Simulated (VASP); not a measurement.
# WS2 (P6_3/mmc) in VASP: settings compared

The runs below take WS2 through single point, with PBE+D3(BJ), PBE, r2SCAN+rVV10, r2SCAN.

Program: VASP 6.6.1. These are calculated values, not measurements. Logs are shortened: lines on timing, memory, paths and dates and some standing lists are left out, and cuts for length are marked.

### Step 1. The cell of the first run

It takes space group P6_3/mmc (No. 194, hexagonal). The conventional cell has a = 3.154 Å, b = 3.154 Å, c = 12.143 Å, α = 90.00°, β = 90.00°, γ = 120.00°. W (site symmetry -6m2) has 6 S at 2.41 Å and 6 W at 3.15 Å within 3.2 Å. Within 3.2 Å of S (site symmetry 3m) lie 3 W at 2.41 Å and 7 S at 3.15 Å.

### Step 2. Single point, PBE+D3(BJ)

INCAR

```
SYSTEM = WS2
PREC = Accurate ; ENCUT = 520
EDIFF = 1E-6 ; ISMEAR = -1
SIGMA = 0.02 ; LREAL = .FALSE.
LASPH = .TRUE. ; NELM = 100
ALGO = Normal ; ISIF = 2
LWAVE = .FALSE. ; LCHARG = .TRUE.
GGA = PE ; IVDW = 12
LELF = .TRUE. ; LVHAR = .TRUE.
NBANDS = 35
```

KPOINTS

```
Automatic mesh
0
G
  12 12 2
  0 0 0
```

POSCAR

```
WS2
1.0
    3.1541498445      0.0000000000      0.0000000000
   -1.5770749223      2.7315738927      0.0000000000
    0.0000000000      0.0000000000     12.1432423100
W S
2 4
Direct
    0.3333333333      0.6666666667      0.2500000000
    0.6666666667      0.3333333333      0.7500000000
    0.6666666667      0.3333333333      0.3796729624
    0.6666666667      0.3333333333      0.1203270376
    0.3333333333      0.6666666667      0.8796729624
    0.3333333333      0.6666666667      0.6203270376
```

Potentials or basis: VASP PAW PBE potentials, release 64 (W_sv, S).

Launch:

```console
cat potpaw_PBE.64/W_sv/POTCAR potpaw_PBE.64/S/POTCAR > POTCAR
mpirun -np 1 vasp_std > vasp.out
```

OUTCAR:

```text
SYSTEM = WS2
   PREC = Accurate
   ENCUT = 520
   EDIFF = 1E-6
   ISMEAR = -1
   LREAL = .FALSE.
   LASPH = .TRUE.
   NELM = 100
   ISIF = 2
   GGA = PE
   IVDW = 12
 IVDW          = 12

 ion  position               nearest neighbor table
   1  0.333  0.667  0.250-   3 2.41   4 2.41   3 2.41   4 2.41   3 2.41   4 2.41
   2  0.667  0.333  0.750-   5 2.41   6 2.41   5 2.41   6 2.41   5 2.41   6 2.41
   3  0.667  0.333  0.380-   1 2.41   1 2.41   1 2.41
   4  0.667  0.333  0.120-   1 2.41   1 2.41   1 2.41
   5  0.333  0.667  0.880-   2 2.41   2 2.41   2 2.41
   6  0.333  0.667  0.620-   2 2.41   2 2.41   2 2.41

  LATTYP: Found a hexagonal cell.
 ALAT       =     3.1541498445
 C/A-ratio  =     3.8499256245

  Lattice vectors:

 A1 = (   3.1541498445,   0.0000000000,   0.0000000000)
 A2 = (  -1.5770749223,   2.7315738927,   0.0000000000)
 A3 = (   0.0000000000,   0.0000000000,  12.1432423100)

Analysis of symmetry for initial positions (statically):
=====================================================================
 Subroutine PRICEL returns:
 Original cell was already a primitive cell.

 Routine SETGRP: Setting up the symmetry group for a
 hexagonal supercell.

 Subroutine GETGRP returns: Found 24 space group operations
 (whereof 12 operations were pure point group operations)
 out of a pool of 24 trial point group operations.

The static configuration has the point symmetry D_3d.
 The point group associated with its full space group is D_6h.

Analysis of symmetry for dynamics (positions and initial velocities):
=====================================================================
 Subroutine PRICEL returns:
 Original cell was already a primitive cell.

 Routine SETGRP: Setting up the symmetry group for a
 hexagonal supercell.

 Subroutine GETGRP returns: Found 24 space group operations
 (whereof 12 operations were pure point group operations)
 out of a pool of 24 trial point group operations.

The dynamic configuration has the point symmetry D_3d.
 The point group associated with its full space group is D_6h.

 Subroutine INISYM returns: Found 24 space group operations
 (whereof 12 operations are pure point group operations),
 and found     1 'primitive' translations

----------------------------------------------------------------------------------------

                                     Primitive cell

  volume of cell :     104.6237

  direct lattice vectors                    reciprocal lattice vectors
     3.154149845  0.000000000  0.000000000     0.317042642  0.183044655  0.000000000
    -1.577074922  2.731573893  0.000000000     0.000000000  0.366089309  0.000000000
     0.000000000  0.000000000 12.143242310     0.000000000  0.000000000  0.082350329

  length of vectors
     3.154149845  3.154149845 12.143242310     0.366089309  0.366089309  0.082350329

  position of ions in fractional coordinates (direct lattice)
     0.333333333  0.666666667  0.250000000
     0.666666667  0.333333333  0.750000000
     0.666666667  0.333333333  0.379672962
     0.666666667  0.333333333  0.120327038
     0.333333333  0.666666667  0.879672962
     0.333333333  0.666666667  0.620327038

  ion indices of the primitive-cell ions
   primitive index   ion index
                 1           1
                 2           2
                 3           3
                 4           4
                 5           5
                 6           6

----------------------------------------------------------------------------------------

 KPOINTS: Automatic mesh

Automatic generation of k-mesh.
 Grid dimensions read from file:
 generate k-points for:   12   12    2

 Generating k-lattice:

  Cartesian coordinates                     Fractional coordinates (reciprocal lattice)
     0.026420220  0.015253721  0.000000000     0.083333333  0.000000000  0.000000000
     0.000000000  0.030507442  0.000000000     0.000000000  0.083333333  0.000000000
     0.000000000  0.000000000  0.041175165     0.000000000  0.000000000  0.500000000

  Length of vectors
     0.030507442  0.030507442  0.041175165

  Shift w.r.t. Gamma in fractional coordinates (k-lattice)
     0.000000000  0.000000000  0.000000000

 Subroutine IBZKPT returns following result:
 ===========================================

 Found     38 irreducible k-points:

 Following reciprocal coordinates:
            Coordinates               Weight
  0.000000  0.000000  0.000000      1.000000
  0.083333 -0.000000  0.000000      6.000000
  0.166667 -0.000000  0.000000      6.000000
  0.250000 -0.000000  0.000000      6.000000
  0.333333 -0.000000  0.000000      6.000000
  0.416667 -0.000000  0.000000      6.000000
[... 16 lines left out ...]
  0.250000 -0.000000  0.500000      6.000000
  0.333333 -0.000000  0.500000      6.000000
 [... further k-points ...]
   k-points           NKPTS =     38   k-points in BZ     NKDIM =     38   number of bands    NBANDS=     35
   number of dos      NEDOS =    301   number of ions     NIONS =      6
   total plane-waves  NPLWV =  51840
   dimension x,y,z NGX =    24 NGY =   24 NGZ =   90
   dimension x,y,z NGXF=    48 NGYF=   48 NGZF=  180
   ions per type =               2   4
   NGX,Y,Z   is equivalent  to a cutoff of  12.65, 12.65, 12.32 a.u.
   NGXF,Y,Z  is equivalent  to a cutoff of  25.30, 25.30, 24.64 a.u.
 SYSTEM =  WS2
   PREC   = accura    normal or accurate (medium, high low for compatibility)
   ISTART =      0    job   : 0-new  1-cont  2-samecut
   ICHARG =      2    charge: 1-file 2-atom 10-const
   ISPIN  =      1    spin polarized calculation?
   LNONCOLLINEAR =      F non collinear calculations
   LSORBIT =      F    spin-orbit coupling
   LASPH  =      T    aspherical Exc in radial PAW
   ENCUT  =  520.0 eV  38.22 Ry    6.18 a.u.   5.86  5.86 22.58*2*pi/ulx,y,z
   NELM   =    100;   NELMIN=  2; NELMDL= -5     # of ELM steps
   EDIFF  = 0.1E-05   stopping-criterion for ELM
   LREAL  =      F    real-space projection
   EDIFFG = 0.1E-04   stopping-criterion for IOM
   NSW    =      0    number of steps for IOM
   IBRION =     -1    ionic relax: 0-MD 1-quasi-New 2-CG
   NFREE  =      0    steps in history (QN), initial steepest desc. (CG)
   ISIF   =      2    stress and relaxation
   ISYM   =      2    0-nonsym 1-usesym 2-fastsym
   POTIM  = 0.5000    time-step for ionic-motion
   TEBEG  =    0.0;   TEEND  =   0.0 temperature during run
   PSTRESS=    0.0 pullay stress
   NELECT =      52.0000    total number of electrons
   NUPDOWN=      -1.0000    fix difference up-down
   EMIN   =  10.00;   EMAX   =-10.00  energy-range for DOS
   EFERMI =   0.00;   METHOD = LEGACY
   ISMEAR =    -1;   SIGMA  =   0.02  broadening in eV -4-tet -1-fermi 0-gaus
   EFERMI_NEDOS =   21; number of points for ismear=-14 and -15
   IALGO  =     38    algorithm
   IMIX   =      4    mixing-type and parameters
     AMIX     =   0.40;   BMIX     =  1.00
     AMIX_MAG =   1.60;   BMIX_MAG =  1.00
  volume/ion in A,a.u.               =      17.44       117.67
  Fermi-wavevector in a.u.,A,eV,Ry     =   1.296779  2.450557 22.880044  1.681636
  Thomas-Fermi vector in A             =   2.428214
   LORBIT       =      0    0 simple, 1 ext, 2 COOP (PROOUT), +10 PAW based schemes
   GGA     = PE    functional components
   LHFCALC =     F    Hartree Fock is set to
   AEXX    =    0.0000 exact exchange contribution
   IVDW    =    12    specifies the selected vdW correction
   LEPSILON=     F    determine dielectric tensor
   LRPA    =     F    only Hartree local field effects (RPA)
 non-spin polarized calculation
  energy-cutoff  :      520.00
  volume of cell :      104.62
 maximum number of plane-waves:      2838
 NGX is ok and might be reduce to    24
   NGX = 11   NGY = 11   NGZ = 45

 number of electron      51.9999998 magnetization

 Free energy of the ion-electron system (eV)
  ---------------------------------------------------
  ext. energy  EPLUGINS =         0.00000000
  ---------------------------------------------------
  free energy    TOTEN  =       -47.18964997 eV

  energy without entropy =      -47.18964997  energy(sigma->0) =      -47.18964997

 E-fermi :   8.1788     XC(G=0): -11.0767

 val. band max:        7.7272470096   @ k =   0.0000   0.0000   0.0000
 cond. band min:       8.6349918623   @ k =   0.1667   0.1667   0.0000
 fundamental gap:      0.9077448527
 Fermi energy:         8.1788010876

 k-point     1 :       0.0000    0.0000    0.0000
  band No.  band energies     occupation
      1     -66.9220      2.00000
      2     -66.9220      2.00000
      3     -31.1794      2.00000
      4     -31.1793      2.00000
      5     -31.0015      2.00000
      6     -31.0015      2.00000
[... 27 lines left out ...]
     34      10.2400      0.00000
     35      12.4868      0.00000

 k-point     2 :       0.0833   -0.0000    0.0000
  band No.  band energies     occupation
      1     -66.9207      2.00000
      2     -66.9207      2.00000
      3     -31.1749      2.00000
      4     -31.1748      2.00000
      5     -31.0265      2.00000
      6     -31.0265      2.00000
[... 27 lines left out ...]
     34      10.2452      0.00000
     35      13.0304      0.00000

 k-point     3 :       0.1667   -0.0000    0.0000
  band No.  band energies     occupation
      1     -66.9172      2.00000
      2     -66.9172      2.00000
      3     -31.1625      2.00000
      4     -31.1625      2.00000
      5     -31.0944      2.00000
      6     -31.0944      2.00000
[... 27 lines left out ...]
     34      10.7879      0.00000
     35      14.1157      0.00000
[... 723 lines left out ...]
 k-point    23 :       0.2500   -0.0000    0.5000
  band No.  band energies     occupation
      1     -66.9125      2.00000
      2     -66.9125      2.00000
      3     -31.1858      2.00000
      4     -31.1858      2.00000
      5     -31.1456      2.00000
      6     -31.1456      2.00000
[... 27 lines left out ...]
     34      11.2247      0.00000
     35      14.3450      0.00000

 k-point    24 :       0.3333   -0.0000    0.5000
  band No.  band energies     occupation
      1     -66.9077      2.00000
      2     -66.9077      2.00000
      3     -31.2759      2.00000
      4     -31.2759      2.00000
      5     -31.1286      2.00000
      6     -31.1286      2.00000
[... 27 lines left out ...]
     34      11.5746      0.00000
     35      13.5876      0.00000

 [... further k-points ...]

------------------------ aborting loop because EDIFF is reached ----------------------------------------

 Edisp (eV)   -2.61009

 E8    (eV) :    -1.0969

  FORCE on cell =-STRESS in cart. coord.  units (eV):
  Direction    XX          YY          ZZ          XY          YZ          ZX
  --------------------------------------------------------------------------------------
  -------------------------------------------------------------------------------------
  Total      -0.02474    -0.02474    -0.02109     0.00000     0.00000     0.00000
  in kB      -0.37887    -0.37887    -0.32293     0.00000     0.00000     0.00000
  external pressure =       -0.36 kB  Pullay stress =        0.00 kB

 VOLUME and BASIS-vectors are now :
 -----------------------------------------------------------------------------
  energy-cutoff  :      520.00
  volume of cell :      104.62
      direct lattice vectors                 reciprocal lattice vectors
     3.154149845  0.000000000  0.000000000     0.317042642  0.183044655  0.000000000
    -1.577074922  2.731573893  0.000000000     0.000000000  0.366089309  0.000000000
     0.000000000  0.000000000 12.143242310     0.000000000  0.000000000  0.082350329

 POSITION                                       TOTAL-FORCE (eV/Angst)
 -----------------------------------------------------------------------------------
     -0.00000      1.82105      3.03581         0.000000      0.000000      0.000000
      1.57707      0.91052      9.10743        -0.000000      0.000000      0.000000
      1.57707      0.91052      4.61046        -0.000000      0.000000      0.003708
      1.57707      0.91052      1.46116        -0.000000     -0.000000     -0.003708
     -0.00000      1.82105     10.68208        -0.000000     -0.000000      0.003708
     -0.00000      1.82105      7.53278         0.000000     -0.000000     -0.003708
 -----------------------------------------------------------------------------------
    total drift:                               -0.000000      0.000000     -0.000000

  FREE ENERGIE OF THE ION-ELECTRON SYSTEM (eV)
  ---------------------------------------------------
  free  energy   TOTEN  =       -49.7997393873 eV

  energy  without entropy=      -49.7997393873  energy(sigma->0) =      -49.79973939
```

Run time: 55 s. Hardware: 1 thread of Intel Xeon 6975P-C (Granite Rapids), shared host; peak memory 0.28 GiB.

What came out:

```
Free energy                : -49.7997 eV
Pressure                   : 0.0 GPa
Largest force              : 0.004 eV/Å
Band gap on the k mesh     : 0.91 eV (least direct gap 1.83 eV)
Dispersion energy per atom : -0.435 eV
```

Forces on the atoms (eV/Å):
```
W    0.000  0.000  0.000
W    0.000  0.000  0.000
S    0.000  0.000  0.004
S    0.000  0.000 -0.004
S    0.000  0.000  0.004
S    0.000  0.000 -0.004
```

Levels at points of the mesh, in eV from the valence-band top:
| k point | band 24 | band 25 | band 26 | band 27 | band 28 | band 29 |
| --- | --- | --- | --- | --- | --- | --- |
| (0.00, 0.00, 0.00) | -1.42 | -1.28 | 0.00 | 2.26 | 2.26 | 2.28 |
| (0.50, 0.00, 0.00) | -1.78 | -1.78 | -1.56 | 2.29 | 2.34 | 2.55 |
| (0.00, 0.00, 0.50) | -2.24 | -0.31 | -0.31 | 2.25 | 2.25 | 2.25 |
| (0.50, 0.00, 0.50) | -1.90 | -1.65 | -1.65 | 2.31 | 2.31 | 2.74 |

Caveat: spin-orbit coupling is left out, which moves the levels of the heavy elements.

### Step 3. Single point, PBE

This run uses another cell than the first one, of 18.12 Å³/atom.

INCAR

```
SYSTEM = WS2
ALGO     = Normal         ! electronic algorithm
EDIFF    = 1E-7           ! SCF threshold, eV
ENCUT    = 520            ! plane-wave cutoff, eV
GGA      = PE             ! functional
ISIF     = 2              ! what is computed and relaxed
ISMEAR   = -1             ! smearing method
LASPH    = .TRUE.         ! aspherical terms in the spheres
LCHARG   = .FALSE.        ! write CHGCAR
LREAL    = .FALSE.        ! projectors in reciprocal space
LWAVE    = .FALSE.        ! write WAVECAR
NBANDS   = 35             ! bands
NELM     = 80             ! most SCF steps
PREC     = Accurate       ! precision mode
SIGMA    = 0.02           ! smearing width, eV
```

KPOINTS

```
k-points
0
G
  12 12 2
  0 0 0
```

POSCAR

```
WS2
1.0
    3.1699463305      0.0000000000      0.0000000000
   -1.5849731653      2.7452540509      0.0000000000
    0.0000000000      0.0000000000     12.4910703517
W S
2 4
Direct
    0.3333333333      0.6666666667      0.2500000000
    0.6666666667      0.3333333333      0.7500000000
    0.6666666667      0.3333333333      0.3751079157
    0.6666666667      0.3333333333      0.1248920843
    0.3333333333      0.6666666667      0.8751079157
    0.3333333333      0.6666666667      0.6248920843
```

Potentials or basis: VASP PAW PBE potentials, release 64 (W_sv, S).

Launch:

```console
cat potpaw_PBE.64/W_sv/POTCAR potpaw_PBE.64/S/POTCAR > POTCAR
mpirun -np 1 vasp_std > vasp.out
```

Run time: 55 s. Hardware: 1 thread of Intel Xeon 6975P-C (Granite Rapids), shared host; peak memory 0.28 GiB.

Results (log left out):

| Property | Result |
| --- | --- |
| Free energy | -47.2701 eV |
| Pressure | 3.2 GPa |
| Largest force | 0.198 eV/Å |
| Band gap on the k mesh | 1.06 eV (least direct gap 1.78 eV) |

Forces in eV/Å, atoms in the order of the input:
```
W    0.000  0.000  0.000
W    0.000  0.000  0.000
S    0.000  0.000  0.198
S    0.000  0.000 -0.198
S    0.000  0.000  0.198
S    0.000  0.000 -0.198
```

Stress tensor (GPa, compression positive):
```
2.79 0.00 0.00
0.00 2.79 0.00
0.00 0.00 4.15
```

Levels at points of the mesh, in eV from the valence-band top:
```csv
k point,band 23,band 24,band 25,band 26,band 27,band 28,band 29,band 30
"(0.00, 0.00, 0.00)",-2.23,-1.58,-1.10,0.00,2.29,2.29,2.30,2.30
"(0.50, 0.00, 0.00)",-1.98,-1.82,-1.66,-1.50,2.27,2.31,2.61,2.85
"(0.00, 0.00, 0.50)",-2.25,-2.25,-0.31,-0.31,2.29,2.29,2.29,2.29
"(0.50, 0.00, 0.50)",-1.90,-1.90,-1.57,-1.57,2.29,2.29,2.75,2.75
```

Caveat: the cell stands under pressure; spin-orbit coupling is left out, which moves the levels of the heavy elements; this functional lacks dispersion, which binds layers or chains, so the pressure and a relaxed spacing across them are unreliable. A k mesh can miss the band edges.

### Step 4. Single point, r2SCAN+rVV10

This run uses another cell than the first one, of 18.12 Å³/atom.

POSCAR is that of step 3.

INCAR.step1

```
PREC = Accurate ; ENCUT = 520
ISMEAR = -1 ; SIGMA = 0.02
LREAL = False ; LASPH = True
NELM = 80 ; NBANDS = 35
GGA = PE ; ALGO = Normal
EDIFF = 1E-4 ; LWAVE = True
LCHARG = False
```

INCAR.step2

```
PREC = Accurate ; ENCUT = 520
EDIFF = 1E-7 ; ISMEAR = -1
SIGMA = 0.02 ; LREAL = False
LASPH = True ; NELM = 80
ALGO = Normal ; ISIF = 2
LWAVE = False ; LCHARG = False
METAGGA = R2SCAN ; LMIXTAU = True
LUSE_VDW = True ; IVDW_NL = 2
BPARAM = 11.95 ; CPARAM = 0.0093
NBANDS = 35 ; ISTART = 1
```

KPOINTS

```
Automatic mesh
0
Gamma
  12 12 2
```

Launch:

```console
cat potpaw_PBE.64/W_sv/POTCAR potpaw_PBE.64/S/POTCAR > POTCAR
cp INCAR.step1 INCAR
mpirun -np 1 vasp_std > vasp.out
cp INCAR.step2 INCAR
mpirun -np 1 vasp_std > vasp.out
```

Wall time 5.7 min (1 thread of Intel Xeon 6975P-C (Granite Rapids), shared host); peak memory 0.5 GiB.

It converged, with:

* Free energy: -139.1903 eV
* Pressure: 0.4 GPa
* Largest force: 0.042 eV/Å
* Band gap on the k mesh: 1.15 eV (least direct gap 1.90 eV)

Forces on the atoms (eV/Å):
```
W    0.000  0.000  0.000
W    0.000  0.000  0.000
S    0.000  0.000  0.042
S    0.000  0.000 -0.042
S    0.000  0.000  0.042
S    0.000  0.000 -0.042
```

Stress tensor (GPa, compression positive):
```
0.47 0.00 0.00
0.00 0.47 0.00
0.00 0.00 0.32
```

Levels at points of the mesh, in eV from the valence-band top:
| k point | band 24 | band 25 | band 26 | band 27 | band 28 | band 29 |
| --- | --- | --- | --- | --- | --- | --- |
| (0.00, 0.00, 0.00) | -1.72 | -1.16 | 0.00 | 2.44 | 2.44 | 2.45 |
| (0.50, 0.00, 0.00) | -1.98 | -1.77 | -1.60 | 2.39 | 2.43 | 2.72 |
| (0.00, 0.00, 0.50) | -2.40 | -0.33 | -0.33 | 2.43 | 2.43 | 2.43 |
| (0.50, 0.00, 0.50) | -2.06 | -1.67 | -1.67 | 2.40 | 2.40 | 2.86 |

Caveat: the PAW data sets were made with another functional, which shifts forces and pressure a little; spin-orbit coupling is left out, which moves the levels of the heavy elements. A k mesh can miss the band edges.

(Continued in part 2 of 2.)
